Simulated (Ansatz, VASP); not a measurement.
**Cu in VASP and in Ansatz**

INCAR

```
PREC = Accurate ; ENCUT = 520
EDIFF = 1E-7 ; ISMEAR = -1
SIGMA = 0.05 ; LREAL = False
LASPH = True ; NELM = 60
ALGO = Fast ; ISIF = 2
LWAVE = False ; LCHARG = False
GGA = PS ; NBANDS = 30
```

KPOINTS

```
regular mesh
0
Gamma
  12 12 4
```

Contents of POSCAR:

```
Cu
1.0
    2.5307640267      0.0000000000      0.0000000000
   -1.2653820134      2.1917059381      0.0000000000
    0.0000000000      0.0000000000      8.2618150800
Cu
4
Direct
    0.6574250000      0.3354020000      0.7522340000
    0.0141580000      0.0171330000      0.5048960000
    0.3048360000      0.6480690000      0.2449550000
    0.0067850000      0.0163050000      0.0047270000
```

The input input.yaml:

```yaml
crystal:
  lattice:
    - [2.5307640267, 0.0, 0.0]
    - [-1.2653820134, 2.1917059381, 0.0]
    - [0.0, 0.0, 8.26181508]
  atoms:
    - { symbol: Cu, position: [0.657425, 0.335402, 0.752234] }
    - { symbol: Cu, position: [0.014158, 0.017133, 0.504896] }
    - { symbol: Cu, position: [0.304836, 0.648069, 0.244955] }
    - { symbol: Cu, position: [0.006785, 0.016305, 0.004727] }
kpoints:
  mp_grid: { grid: [12, 12, 4] }
scf:
  occupations: { method: fermi_dirac, width: 0.05 }
hamiltonian:
  xc: pbesol
  pseudopotentials: { kind: all_electron, lapw: { basis_error: 0.001 } }
output:
  forces: true
  stress: true
  eigenvalues: true
  populations: true
```

Change from the starting cell: atoms moved at random, drawn with an rms of 0.05 Å.

Alike in both runs: task single point; functional PBEsol; k mesh 12 × 12 × 4; occupations fermi-dirac, width 0.05 eV; no spin polarisation.

|  | VASP | Ansatz |
| --- | --- | --- |
| version | VASP 6.6.1 | Ansatz 0.2.0 |
| potentials or method | VASP PAW PBE potentials, release 64 (Cu), cutoff 520 eV | all-electron LAPW, scalar-relativistic |

Ansatz gave:

* gap on the k mesh at the Fermi level (eV): none
* pressure (GPa): -1.4
* traceless stress, the component that is largest in VASP (GPa): -0.36
* rms of the force components (eV/Å): 0.262

Estimate VASP's values.

gap on the k mesh at the Fermi level (eV): none; pressure (GPa): -0.7; traceless stress, the component that is largest in VASP (GPa): -0.34; rms of the force components (eV/Å): 0.263.

VASP's potentials were made for PBE, not for PBEsol. Atom by atom the forces differ by 0.001 eV/Å (rms over components). A gap of «none» marks a metal or a gap that the smearing closes. Ansatz ran all-electron here, and VASP with PAW potentials.
